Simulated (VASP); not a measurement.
# TiAl (Pm-3m) in VASP: further runs

The runs below take TiAl through single point, with LDA, PBEsol+D4+U, PBE0, PBE0+D3(BJ).

All numbers are computed with VASP 6.6.1; they aren't measurements. Logs are shortened: lines on timing, memory, paths and dates and some standing lists are left out, and cuts for length are marked.

## Step 1: The cell of the first run

The structure is cubic, space group Pm-3m (No. 221). The conventional cell has a = 3.179 Å, b = 3.179 Å, c = 3.179 Å, α = 90.00°, β = 90.00°, γ = 90.00°. Within 3.6 Å of Ti (site symmetry m-3m) lie 8 Al at 2.75 Å and 6 Ti at 3.18 Å. Within 3.6 Å of Al (site symmetry m-3m) lie 8 Ti at 2.75 Å and 6 Al at 3.18 Å.

## Step 2: Single point, LDA

The input, INCAR:

```
PREC = Accurate
ENCUT = 520
EDIFF = 1E-6
ISMEAR = 0
SIGMA = 0.1
LREAL = F
LASPH = T
NELM = 80
ALGO = Fast
ISIF = 2
LWAVE = F
LCHARG = F
NBANDS = 14
```

The input, KPOINTS:

```
Automatic mesh
0
Gamma
  8 8 8
```

The input, POSCAR:

```
TiAl
1.0
    3.1790640000      0.0000000000      0.0000000000
    0.0000000000      3.1790640000      0.0000000000
    0.0000000000      0.0000000000      3.1790640000
Ti Al
1 1
Direct
    0.0000000000      0.0000000000      0.0000000000
    0.5000000000      0.5000000000      0.5000000000
```

Potentials or basis: VASP PAW LDA potentials, release 64 (Ti_sv, Al).

Started as:

```sh
cat potpaw_LDA.64/Ti_sv/POTCAR potpaw_LDA.64/Al/POTCAR > POTCAR
mpirun -np 1 vasp_std > vasp.out
```

OUTCAR:

```text
PREC = Accurate
   ENCUT = 520
   EDIFF = 1E-6
   ISMEAR = 0
   LREAL = F
   LASPH = T
   NELM = 80
   ISIF = 2

 ion  position               nearest neighbor table
   1  0.000  0.000  0.000-   2 2.75   2 2.75   2 2.75   2 2.75   2 2.75   2 2.75   2 2.75   2 2.75

   2  0.500  0.500  0.500-   1 2.75   1 2.75   1 2.75   1 2.75   1 2.75   1 2.75   1 2.75   1 2.75

  LATTYP: Found a simple cubic cell.
 ALAT       =     3.1790640000

  Lattice vectors:

 A1 = (   3.1790640000,   0.0000000000,   0.0000000000)
 A2 = (   0.0000000000,   3.1790640000,   0.0000000000)
 A3 = (   0.0000000000,   0.0000000000,   3.1790640000)

Analysis of symmetry for initial positions (statically):
=====================================================================
 Subroutine PRICEL returns:
 Original cell was already a primitive cell.

 Routine SETGRP: Setting up the symmetry group for a
 simple cubic supercell.

 Subroutine GETGRP returns: Found 48 space group operations
 (whereof 48 operations were pure point group operations)
 out of a pool of 48 trial point group operations.

The static configuration has the point symmetry O_h .

Analysis of symmetry for dynamics (positions and initial velocities):
=====================================================================
 Subroutine PRICEL returns:
 Original cell was already a primitive cell.

 Routine SETGRP: Setting up the symmetry group for a
 simple cubic supercell.

 Subroutine GETGRP returns: Found 48 space group operations
 (whereof 48 operations were pure point group operations)
 out of a pool of 48 trial point group operations.

The dynamic configuration has the point symmetry O_h .

 Subroutine INISYM returns: Found 48 space group operations
 (whereof 48 operations are pure point group operations),
 and found     1 'primitive' translations

----------------------------------------------------------------------------------------

                                     Primitive cell

  volume of cell :      32.1290

  direct lattice vectors                    reciprocal lattice vectors
     3.179064000  0.000000000  0.000000000     0.314557996  0.000000000  0.000000000
     0.000000000  3.179064000  0.000000000     0.000000000  0.314557996  0.000000000
     0.000000000  0.000000000  3.179064000     0.000000000  0.000000000  0.314557996

  length of vectors
     3.179064000  3.179064000  3.179064000     0.314557996  0.314557996  0.314557996

  position of ions in fractional coordinates (direct lattice)
     0.000000000  0.000000000  0.000000000
     0.500000000  0.500000000  0.500000000

[... 90 lines left out ...]
   EFERMI =   0.00;   METHOD = LEGACY
   ISMEAR =     0;   SIGMA  =   0.10  broadening in eV -4-tet -1-fermi 0-gaus
   EFERMI_NEDOS =   21; number of points for ismear=-14 and -15
   IALGO  =     68    algorithm
   IMIX   =      4    mixing-type and parameters
     AMIX     =   0.40;   BMIX     =  1.00
     AMIX_MAG =   1.60;   BMIX_MAG =  1.00
  volume/ion in A,a.u.               =      16.06       108.41
  Fermi-wavevector in a.u.,A,eV,Ry     =   1.270007  2.399964 21.945065  1.612917
  Thomas-Fermi vector in A             =   2.403017
   LORBIT       =      0    0 simple, 1 ext, 2 COOP (PROOUT), +10 PAW based schemes
   GGA     = CA    functional components
   LHFCALC =     F    Hartree Fock is set to
   AEXX    =    0.0000 exact exchange contribution
   IVDW    =     0    specifies the selected vdW correction
   LEPSILON=     F    determine dielectric tensor
   LRPA    =     F    only Hartree local field effects (RPA)
 non-spin polarized calculation
 RMM-DIIS sequential band-by-band and
 Gauss-broadening in eV      SIGMA  =   0.10
  energy-cutoff  :      520.00
  volume of cell :       32.13
 maximum number of plane-waves:       912
 NGX is ok and might be reduce to    24
   NGX = 11   NGY = 11   NGZ = 11

 number of electron      14.9999994 magnetization

 Free energy of the ion-electron system (eV)
  ---------------------------------------------------
  ext. energy  EPLUGINS =         0.00000000
  ---------------------------------------------------
  free energy    TOTEN  =       -13.26993435 eV

  energy without entropy =      -13.25370884  energy(sigma->0) =      -13.26182159

 E-fermi :   8.5251     XC(G=0): -11.3152

 val. band max:        8.4857047159   @ k =   0.3750   0.2500   0.1250
 cond. band min:       8.5380414890   @ k =   0.3750   0.3750   0.2500
 fundamental gap:      0.0523367731
 Fermi energy:         8.5250618945

 k-point     1 :       0.0000    0.0000    0.0000
  band No.  band energies     occupation
      1     -47.6657      2.00000
      2     -24.2507      2.00000
      3     -24.2507      2.00000
      4     -24.2507      2.00000
      5      -0.6711      2.00000
      6       7.1120      2.00000
      7       7.1120      2.00000
      8      10.2755      0.00000
      9      10.2755      0.00000
     10      10.2755      0.00000
     11      12.9411      0.00000
     12      12.9411      0.00000
     13      12.9411      0.00000
     14      17.4301      0.00000
[... 377 lines left out ...]
      1     -47.6347      2.00000
      2     -24.4029      2.00000
      3     -24.3752      2.00000
      4     -24.2457      2.00000
      5       3.4954      2.00000
      6       5.5828      2.00000
      7       6.6079      2.00000
      8       7.9696      2.00000
      9       9.4009      0.00000
     10       9.4189      0.00000
     11      11.3779      0.00000
     12      13.1382      0.00000
     13      13.6419      0.00000
     14      15.9180      0.00000

 [... further k-points ...]

------------------------ aborting loop because EDIFF is reached ----------------------------------------

  FORCE on cell =-STRESS in cart. coord.  units (eV):
  Direction    XX          YY          ZZ          XY          YZ          ZX
  --------------------------------------------------------------------------------------
  -------------------------------------------------------------------------------------
  Total       -1.1464468     -1.1464468     -1.1464468     -0.0000000     -0.0000000      0.0000000
  in kB      -57.1698025    -57.1698025    -57.1698025     -0.0000000     -0.0000000      0.0000000
  external PRESSURE =     -57.1698025 kB  Pullay stress =       0.0000000 kB

 VOLUME and BASIS-vectors are now :
 -----------------------------------------------------------------------------
  energy-cutoff  :      520.00
  volume of cell :       32.13
      direct lattice vectors                 reciprocal lattice vectors
     3.179064000  0.000000000  0.000000000     0.314557996  0.000000000  0.000000000
     0.000000000  3.179064000  0.000000000     0.000000000  0.314557996  0.000000000
     0.000000000  0.000000000  3.179064000     0.000000000  0.000000000  0.314557996

 POSITION                                       TOTAL-FORCE (eV/Angst)
 -----------------------------------------------------------------------------------
      0.00000      0.00000      0.00000         0.000000      0.000000      0.000000
      1.58953      1.58953      1.58953         0.000000      0.000000      0.000000
 -----------------------------------------------------------------------------------
    total drift:                                0.000000      0.000000      0.000000

  FREE ENERGIE OF THE ION-ELECTRON SYSTEM (eV)
  ---------------------------------------------------
  free  energy   TOTEN  =       -13.2699343464 eV

  energy  without entropy=      -13.2537088365  energy(sigma->0) =      -13.26182159
```

Wall time 32 s (1 thread of Intel Xeon 8259CL, shared host); peak memory 0.14 GiB.

Results:

* Free energy: -13.2699 eV
* Pressure: -5.7 GPa
* Band gap on the k mesh: zero (an odd number of electrons rules out a gap without spin polarisation)

Levels at points of the mesh, in eV from the Fermi level:
| k point | band 4 | band 5 | band 6 | band 7 | band 8 | band 9 | band 10 | band 11 |
| --- | --- | --- | --- | --- | --- | --- | --- | --- |
| (0.00, 0.00, 0.00) | -32.78 | -9.20 | -1.41 | -1.41 | 1.75 | 1.75 | 1.75 | 4.42 |
| (0.50, 0.00, 0.00) | -32.76 | -5.97 | -5.12 | -0.54 | 0.11 | 0.11 | 1.95 | 3.00 |
| (0.50, 0.50, 0.00) | -32.74 | -5.01 | -2.02 | -2.02 | -1.44 | 0.67 | 0.67 | 2.74 |
| (0.50, 0.50, 0.50) | -32.91 | -3.08 | -3.08 | -3.08 | 0.56 | 2.80 | 2.80 | 3.00 |

Caveat: the cell stands under tension.

## Step 3: Single point, PBEsol+D4+U

The input, INCAR:

```
PREC = Accurate ; ENCUT = 520
EDIFF = 1E-7 ; ISMEAR = -1
SIGMA = 0.05 ; LREAL = F
LASPH = T ; NELM = 150
ALGO = Fast ; ISIF = 2
LWAVE = F ; LCHARG = F
LMAXMIX = 4 ; LDAU = T
LDAUTYPE = 2 ; LDAUL = 2 -1
LDAUU = 4.5 0 ; LDAUJ = 0 0
LDAUPRINT = 1 ; GGA = PS
IVDW = 13 ; NBANDS = 14
```

The input, KPOINTS:

```
regular mesh
0
Gamma
  8 8 8
```

POSCAR is that of step 2.

Potentials or basis: VASP PAW PBE potentials, release 64 (Ti_sv, Al).

Started as:

```sh
cat potpaw_PBE.64/Ti_sv/POTCAR potpaw_PBE.64/Al/POTCAR > POTCAR
mpirun -np 1 vasp_std > vasp.out
```

It took 50 s on 1 thread of Intel Xeon 8259CL, shared host; peak memory 0.15 GiB.

The run converged. Its results:

* Free energy: -9.9395 eV
* Pressure: 1.3 GPa
* Band gap on the k mesh: zero (an odd number of electrons rules out a gap without spin polarisation)
* Dispersion energy per atom: -0.168 eV

Levels at points of the mesh, in eV from the Fermi level:
```csv
k point,band 3,band 4,band 5,band 6,band 7,band 8,band 9,band 10,band 11,band 12
"(0.00, 0.00, 0.00)",-34.15,-34.15,-9.61,-1.59,-1.59,2.32,2.32,2.32,4.07,4.07
"(0.50, 0.00, 0.00)",-34.13,-34.13,-6.34,-5.54,-0.69,0.50,0.50,2.54,2.83,6.26
"(0.50, 0.50, 0.00)",-34.29,-34.12,-5.03,-2.45,-2.45,-1.75,1.14,1.14,2.61,4.37
"(0.50, 0.50, 0.50)",-34.27,-34.27,-3.00,-3.00,-3.00,0.42,2.45,2.45,2.45,2.67
```

Eigenvalues of the final occupation matrices:
```csv
site,spin,trace,eigenvalues
site 1 d,1,0.91,0.12 0.12 0.12 0.28 0.28
site 1 d,2,0.91,0.12 0.12 0.12 0.28 0.28
```

Caveat: the PAW data sets were made with another functional, which shifts forces and pressure a little; U without spin polarisation on a metal has little footing; the U is typed as a test and isn't derived for this compound.

## Step 4: Single point, PBE0

This run uses another cell than the first one, of 17.03 Å³/atom.

The input, POSCAR:

```
TiAl
1.0
    3.2414144177      0.0000000000      0.0000000000
    0.0000000000      3.2414144177      0.0000000000
    0.0000000000      0.0000000000      3.2414144177
Ti Al
1 1
Direct
    0.0000000000      0.0000000000      0.0000000000
    0.5000000000      0.5000000000      0.5000000000
```

The input, INCAR.step1:

```
SYSTEM = TiAl
ALGO     = Normal         ! electronic algorithm
EDIFF    = 1E-5           ! SCF threshold, eV
ENCUT    = 520            ! plane-wave cutoff, eV
GGA      = PE             ! functional
ISIF     = 2              ! what is computed and relaxed
ISMEAR   = -1             ! smearing method
LASPH    = .True.         ! aspherical terms in the spheres
LCHARG   = .False.        ! write CHGCAR
LREAL    = .False.        ! projectors in reciprocal space
LWAVE    = .True.         ! write WAVECAR
NBANDS   = 14             ! bands
NELM     = 60             ! most SCF steps
PREC     = Accurate       ! precision mode
SIGMA    = 0.05           ! smearing width, eV
```

The input, INCAR.step2:

```
SYSTEM = TiAl
AEXX     = 0.25           ! exact-exchange fraction
ALGO     = Normal         ! electronic algorithm
EDIFF    = 1E-7           ! SCF threshold, eV
ENCUT    = 520            ! plane-wave cutoff, eV
GGA      = PE             ! functional
ISIF     = 2              ! what is computed and relaxed
ISMEAR   = -1             ! smearing method
ISTART   = 1            
LASPH    = .True.         ! aspherical terms in the spheres
LCHARG   = .False.        ! write CHGCAR
LHFCALC  = .True.         ! exact exchange
LREAL    = .False.        ! projectors in reciprocal space
LWAVE    = .False.        ! write WAVECAR
NBANDS   = 14             ! bands
NELM     = 60             ! most SCF steps
PREC     = Accurate       ! precision mode
PRECFOCK = Normal       
SIGMA    = 0.05           ! smearing width, eV
```

The input, KPOINTS:

```
k-points
0
Gamma
  6 6 6
  0 0 0
```

Started as:

```sh
cat potpaw_PBE.64/Ti_sv/POTCAR potpaw_PBE.64/Al/POTCAR > POTCAR
cp INCAR.step1 INCAR
mpirun -np 1 vasp_std > vasp.out
cp INCAR.step2 INCAR
mpirun -np 1 vasp_std > vasp.out
```

Run time: 26 min. Hardware: 1 thread of AMD EPYC 7R13 (Zen 3), shared host; peak memory 0.13 GiB.

Results (log left out):

```
Free energy            : -15.4866 eV
Pressure               : -8.6 GPa
Band gap on the k mesh : zero (an odd number of electrons rules out a gap without spin polarisation)
```

Levels at points of the mesh, in eV from the Fermi level:
| k point | band 3 | band 4 | band 5 | band 6 | band 7 | band 8 | band 9 | band 10 | band 11 | band 12 |
| --- | --- | --- | --- | --- | --- | --- | --- | --- | --- | --- |
| (0.00, 0.00, 0.00) | -37.26 | -37.26 | -11.28 | -2.64 | -2.64 | 2.62 | 2.62 | 2.62 | 4.59 | 4.59 |
| (0.50, 0.00, 0.00) | -37.24 | -37.24 | -7.79 | -6.81 | -1.68 | 0.60 | 0.60 | 2.84 | 3.26 | 6.87 |
| (0.50, 0.50, 0.00) | -37.41 | -37.23 | -6.37 | -3.42 | -3.42 | -2.68 | 1.38 | 1.38 | 2.99 | 4.93 |
| (0.50, 0.50, 0.50) | -37.38 | -37.38 | -4.11 | -4.11 | -4.11 | 0.48 | 2.96 | 2.96 | 2.96 | 3.05 |

Caveat: the cell stands under tension; the PAW data sets were made with another functional, which shifts forces and pressure a little.

## Step 5: Single point, PBE0+D3(BJ)

The input, POSCAR:

```
TiAl
1.0
    3.1790640000      0.0000000000      0.0000000000
    0.0000000000      3.1790640000      0.0000000000
    0.0000000000      0.0000000000      3.1790640000
Ti Al
1 1
Direct
    0.0000000000      0.0000000000      0.0000000000
    0.5000000000      0.5000000000      0.5000000000
```

The input, INCAR.step1:

```
ALGO     = Normal         # electronic algorithm
EDIFF    = 1E-5           # SCF threshold, eV
ENCUT    = 400            # plane-wave cutoff, eV
GGA      = PE             # functional
GGA_COMPAT= False        
ISIF     = 2              # what is computed and relaxed
ISMEAR   = -1             # smearing method
LASPH    = True           # aspherical terms in the spheres
LCHARG   = False          # write CHGCAR
LREAL    = False          # projectors in reciprocal space
LWAVE    = True           # write WAVECAR
NBANDS   = 14             # bands
NELM     = 120            # most SCF steps
PREC     = Accurate       # precision mode
SIGMA    = 0.05           # smearing width, eV
```

The input, INCAR.step2:

```
AEXX     = 0.25           # exact-exchange fraction
ALGO     = Normal         # electronic algorithm
EDIFF    = 1E-6           # SCF threshold, eV
ENCUT    = 400            # plane-wave cutoff, eV
GGA      = PE             # functional
GGA_COMPAT= False        
ISIF     = 2              # what is computed and relaxed
ISMEAR   = -1             # smearing method
ISTART   = 1            
IVDW     = 12             # dispersion correction
LASPH    = True           # aspherical terms in the spheres
LCHARG   = False          # write CHGCAR
LHFCALC  = True           # exact exchange
LREAL    = False          # projectors in reciprocal space
LWAVE    = False          # write WAVECAR
NBANDS   = 14             # bands
NELM     = 120            # most SCF steps
PREC     = Accurate       # precision mode
PRECFOCK = Normal       
SIGMA    = 0.05           # smearing width, eV
```

The input, KPOINTS:

```
k-points
0
Gamma
  5 5 5
```

Started as:

```sh
cat potpaw_PBE.64/Ti_sv/POTCAR potpaw_PBE.64/Al/POTCAR > POTCAR
cp INCAR.step1 INCAR
mpirun -np 1 vasp_std > vasp.out
cp INCAR.step2 INCAR
mpirun -np 1 vasp_std > vasp.out
```

It took 1.8 min on 1 thread of Intel Xeon 6975P-C (Granite Rapids), shared host; peak memory 0.14 GiB.

It converged, with:

```yaml
Free_energy: -16.6007 eV
Pressure: -8.5 GPa
Band_gap_on_the_k_mesh: zero (an odd number of electrons rules out a gap without spin polarisation)
Dispersion_energy_per_atom: -0.541 eV
```

Levels at points of the mesh, in eV from the Fermi level:
| k point | band 5 | band 6 | band 7 | band 8 | band 9 | band 10 |
| --- | --- | --- | --- | --- | --- | --- |
| (0.00, 0.00, 0.00) | -11.16 | -2.39 | -2.39 | 3.04 | 3.04 | 3.04 |

Caveat: the k points lie up to 0.40 Å⁻¹ apart, too coarse for converged energies and pressures of a metal; three body term missing; the PAW data sets were made with another functional, which shifts forces and pressure a little.

## Step 6: Overview

| level | potentials or basis | U | cell | k mesh | cutoff (eV) | smearing | grid for exact exchange (PRECFOCK) | share of exact exchange | gap on the mesh (eV) | pressure (GPa) |
| --- | --- | --- | --- | --- | --- | --- | --- | --- | --- | --- |
| LDA | VASP PAW LDA potentials, release 64 (Ti_sv, Al) | - | a = 3.179 Å, 2 atoms | 8 × 8 × 8 | 520 | gaussian 0.1 eV | - | - | none | -5.7 |
| PBEsol+D4+U | VASP PAW PBE potentials, release 64 (Ti_sv, Al) | Ti d U = 4.5 eV | a = 3.179 Å, 2 atoms | 8 × 8 × 8 | 520 | fermi-dirac 0.05 eV | - | - | none | 1.3 |
| PBE0 | VASP PAW PBE potentials, release 64 (Ti_sv, Al) | - | a = 3.241 Å, 2 atoms | 6 × 6 × 6 | 520 | fermi-dirac 0.05 eV | Normal | 0.25 | none | -8.6 |
| PBE0+D3(BJ) | VASP PAW PBE potentials, release 64 (Ti_sv, Al) | - | a = 3.179 Å, 2 atoms | 5 × 5 × 5 | 400 | fermi-dirac 0.05 eV | Normal | 0.25 | none | -8.5 |

Alike in all rows: task single point; no spin polarisation.

Caveats: some runs use coarse meshes; the PAW data sets were made with another functional, which shifts forces and pressure a little (at least some runs); the cell stands under tension (at least some runs); U without spin polarisation on a metal has little footing (at least some runs); the U is typed as a test and isn't derived for this compound (at least some runs); three body term missing (at least some runs).

Total energies depend on the potentials used, so only differences within one code and one set of settings carry meaning.
